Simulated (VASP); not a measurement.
Wanted: the native input for a VASP 6.6.1 run.

```
Task                   : single point
Functional             : PBE
Potentials or basis    : VASP PAW PBE potentials, release 64 (Hf_pv, H, Cl)
Cutoff                 : 500 eV
k mesh                 : 3 × 3 × 3
Occupations            : gaussian, width 0.15 eV
Spin                   : no spin polarisation
Dipole correction      : no
Further INCAR settings : ALGO = Normal; EDIFF = 1e-06; NBANDS = 18
```

The structure of HfH3Cl lies in POSCAR:

```
HfH3Cl
1.0
    1.9466468750     -2.7465837799      0.0000000000
    1.9466468750      2.7465837799      0.0000000000
    0.0000000000      0.0000000000      5.2039557676
Hf H Cl
1 3 1
Direct
    0.5000000000      0.5000000000      0.0000000000
    0.0000000000      0.0000000000      0.0000000000
    0.0000000000      0.5000000000      0.5000000000
    0.5000000000      0.0000000000      0.5000000000
    0.0000000000      0.0000000000      0.5000000000
```

These files were run (other wordings do the same):

INCAR

```
SYSTEM = HfH3Cl
PREC     = Accurate       ! precision mode
ENCUT    = 500            ! plane-wave cutoff, eV
EDIFF    = 1E-6           ! SCF threshold, eV
ISMEAR   = 0              ! smearing method
SIGMA    = 0.15           ! smearing width, eV
LREAL    = .False.        ! projectors in reciprocal space
LASPH    = .True.         ! aspherical terms in the spheres
NELM     = 120            ! most SCF steps
ALGO     = Normal         ! electronic algorithm
ISIF     = 2              ! what is computed and relaxed
LWAVE    = .False.        ! write WAVECAR
LCHARG   = .True.         ! write CHGCAR
GGA      = PE             ! functional
LELF     = .True.         ! ELF
LVHAR    = .True.       
NBANDS   = 18             ! bands
GGA_COMPAT= .False.
```

KPOINTS

```
Automatic mesh
0
Gamma
  3 3 3
  0 0 0
```

Potentials or basis: VASP PAW PBE potentials, release 64 (Hf_pv, H, Cl).

Launch:

```console
$ cat potpaw_PBE.64/Hf_pv/POTCAR potpaw_PBE.64/H/POTCAR potpaw_PBE.64/Cl/POTCAR > POTCAR
$ mpirun -np 1 vasp_std > vasp.out
```

It gave:

```
Pressure               : -0.4 GPa
Band gap on the k mesh : zero (band 10 reaches 5.13 eV, above the bottom of band 11 at 4.70 eV)
```

Caveat: the k points lie up to 0.66 Å⁻¹ apart; spin-orbit coupling is left out, which moves the levels of the heavy elements.

Wall time 9.6 s on 1 thread of Intel(R) Xeon(R) Platinum 8559C (Emerald Rapids), with other jobs on the host, peak memory 0.17 GiB.
